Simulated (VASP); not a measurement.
In, 2 atoms in the cell. The structure is hexagonal, space group P6_3/mmc (No. 194). The conventional cell has a = 3.335 Å, b = 3.335 Å, c = 5.509 Å, α = 90.00°, β = 90.00°, γ = 120.00°. Within 4.4 Å of In (site symmetry -6m2) lie 12 In at 3.34 to 3.36 Å. 

```yaml
Program: VASP 6.6.1
Task: relaxation of cell and atoms
Functional: PBEsol
Potentials_or_basis: VASP PAW PBE potentials, release 64 (In_d)
Cutoff: 600 eV
k_mesh: 12 × 12 × 8
Occupations: gaussian, width 0.1 eV
Spin: no spin polarisation
Dipole_correction: no
Further_INCAR_settings: ALGO = Normal; EDIFF = 1e-06; IBRION = 2; EDIFFG = -0.005; NSW = 100; ISIF = 3
```

Potentials or basis: VASP PAW PBE potentials, release 64 (In_d).

Launch:

```sh
$ cat potpaw_PBE.64/In_d/POTCAR > POTCAR
$ mpirun -np 1 vasp_std > vasp.out
```

Hardware: 1 thread of Intel(R) Xeon(R) 6975P-C (Granite Rapids) (shared host).

Q: Estimate the wall time of this run.

A: Run time: 2.7 min on 1 thread of Intel(R) Xeon(R) 6975P-C (Granite Rapids) (shared host), peak memory 0.25 GiB. Counts: scf iterations 58, k points 95, ion steps 10.
